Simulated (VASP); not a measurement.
The system is SnSe.

```
Sn Se
1.0
     0.00000    2.98489    2.98489
     2.98489    0.00000    2.98489
     2.98489    2.98489    0.00000
Sn Se
1 1
Cartesian
  0.0000 0.0000 0.0000
  2.9849 2.9849 2.9849
```

Base run:

```yaml
Program: VASP 6.6.1
Functional: r2SCAN
Potentials_or_basis: VASP PAW PBE potentials, release 64 (Sn_d, Se)
Cutoff: 520 eV
k_mesh: 6 × 6 × 6
Occupations: gaussian, width 0.01 eV
Spin: no spin polarisation
```

Its results: band gap on the k mesh 0.57 eV, direct; pressure 0.9 GPa.

Question: The run is repeated on the same cell with these changes: functional from r2SCAN to PBE. What comes out?

Answer: Band gap on the k mesh 0.69 eV, direct; pressure 2.0 GPa.

Caveats: spin-orbit coupling is left out, which moves the levels of the heavy elements; the PAW data sets were made with another functional, which shifts forces and pressure a little (some runs).

A k mesh can miss the band edges.
